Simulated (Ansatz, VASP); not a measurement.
Two plane-wave programs on Pd

```
CELL_PARAMETERS angstrom
5.57448 0.00000 0.00000
-2.78724 4.82764 0.00000
-1.39362 0.80461 2.27641
ATOMIC_POSITIONS crystal
Pd 0.00000 0.50000 0.00000
Pd 0.50000 0.50000 0.00000
Pd 0.00000 0.00000 0.00000
Pd 0.50000 0.00000 0.00000
```

Change from the starting cell: band edges of the strained film's bulk.

Alike in both runs: task single point; functional PBE; k mesh 9 × 9 × 15; occupations gaussian, width 0.1 eV; no spin polarisation.

|  | VASP | Ansatz |
| --- | --- | --- |
| version | VASP 6.6.1 | Ansatz 0.2.0 |
| potentials or method | VASP PAW PBE potentials, release 64 (Pd), cutoff 520 eV | scalar-relativistic, plane waves, PAW |
| valence electrons in the cell | 40 | 72 |

Ansatz gave:

```
gap on the k mesh at the Fermi level (eV) : none
pressure (GPa)                            : 0.0
```

Q: Which values does VASP return?

A: gap on the k mesh at the Fermi level (eV): none; pressure (GPa): -0.2.

A gap of «none» marks a metal or a gap that the smearing closes. The functional is the same, so the differences come from potentials, cutoffs and numerics. VASP's potentials hold 40 valence electrons a cell and Ansatz's 72, so a difference there can come from the potentials and not from the codes.
